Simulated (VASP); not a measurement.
**Al3GaN4: single point with r2SCAN**

The system is Al3GaN4.

```
CELL_PARAMETERS angstrom
4.40124 0.00000 0.00000
0.00000 4.40124 0.00000
0.00000 0.00000 4.40124
ATOMIC_POSITIONS crystal
Al 0.50000 0.50000 0.00000
Al 0.50000 0.00000 0.50000
Al 0.00000 0.50000 0.50000
Ga 0.96787 0.96787 0.00000
N 0.74446 0.74446 0.25554
N 0.74446 0.25554 0.74446
N 0.25554 0.74446 0.74446
N 0.25554 0.25554 0.25554
```

This cell differs from its parent crystal: atom 4 (Ga) moved -0.200 Å along Cartesian [1 1 0].

```yaml
Program: VASP 6.6.1
Task: single point
Functional: r2SCAN
Potentials_or_basis: VASP PAW PBE potentials, release 64 (Al, Ga_d, N)
Cutoff: 520 eV
k_mesh: 6 × 6 × 6
Occupations: gaussian, width 0.05 eV
Spin: no spin polarisation
```

| Item | Value |
| --- | --- |
| Pressure | 1.3 GPa |
| Largest force | 4.189 eV/Å |
| Band gap on the k mesh | 3.08 eV |

Forces in eV/Å, atoms in the order of the input:
```
Al  -0.714 -0.714  0.030
Al  -0.695  0.510 -0.013
Al   0.510 -0.695 -0.013
Ga   2.861  2.861 -1.085
N   -1.291 -1.291  1.318
N   -0.122 -0.137  0.014
N   -0.137 -0.122  0.014
N   -0.412 -0.412 -0.265
```

Stress tensor (GPa, compression positive):
```
 0.90  1.58 -2.79
 1.58  0.90 -2.79
-2.79 -2.79  2.22
```

Levels at points of the mesh, in eV from the valence-band top:
```tsv
k point	band 17	band 18	band 19	band 20	band 21	band 22	band 23	band 24	band 25	band 26
(0.00, 0.00, 0.00)	-2.10	-2.07	-0.32	-0.18	0.00	3.08	3.80	3.87	4.41	7.52
(0.50, 0.00, 0.00)	-2.68	-1.70	-1.52	-1.19	-0.80	5.62	6.19	6.45	6.92	9.01
(0.00, 0.00, 0.50)	-2.56	-1.44	-1.43	-1.14	-1.06	5.58	6.09	6.58	6.94	9.00
(0.50, 0.50, 0.00)	-2.35	-1.11	-0.92	-0.66	-0.59	7.46	7.84	8.10	8.53	8.80
(0.00, 0.50, 0.50)	-2.50	-1.25	-1.06	-0.71	-0.35	7.44	7.86	8.15	8.55	8.73
(0.50, 0.50, 0.50)	-0.99	-0.75	-0.67	-0.49	-0.07	5.95	7.49	7.51	7.58	9.67
```

It took 5.3 min on 1 thread of Intel(R) Xeon(R) 6975P-C (Granite Rapids), on a shared host, peak memory 0.32 GiB.

Caveat: the cell differs from its parent crystal (atom 4 (Ga) moved -0.200 Å along Cartesian [1 1 0]); the PAW data sets were made with another functional, which shifts forces and pressure a little.
